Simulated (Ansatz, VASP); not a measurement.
## Tc, level by level in two programs

```
CELL_PARAMETERS angstrom
2.72161 0.00000 0.00000
-1.36081 2.35698 0.00000
0.00000 0.00000 4.36848
ATOMIC_POSITIONS crystal
Tc 0.66667 0.33333 0.75000
Tc 0.33333 0.66667 0.25000
```

Single points on this cell with VASP 6.6.1 and Ansatz 0.2.0. Each row is one pair of runs. Alike in all rows: spin: off; k mesh: 11 × 11 × 6; smearing: fermi-dirac, width 0.05 eV; Ansatz's potentials, cutoff: Ansatz PAW earlier set, 500 eV.

```tsv
level	VASP's potentials, cutoff	gap on the k mesh at the Fermi level (eV), VASP	gap on the k mesh at the Fermi level (eV), Ansatz	pressure (GPa), VASP	pressure (GPa), Ansatz
PBEsol	VASP PAW PBE potentials, release 64 (Tc_pv), 520 eV	none	none	-1.0	-0.3
LDA	VASP PAW LDA potentials, release 64 (Tc_pv), 520 eV	none	none	-5.7	-5.8
r2SCAN	VASP PAW PBE potentials, release 64 (Tc_pv), 520 eV	none	none	5.0	4.4
```

Pressure (GPa): the two programs differ by at most 0.69.

VASP's potentials hold 26 valence electrons a cell and Ansatz's 30, so a difference there can come from the potentials and not from the codes.

A gap of «none» marks a metal or a gap that the smearing closes.
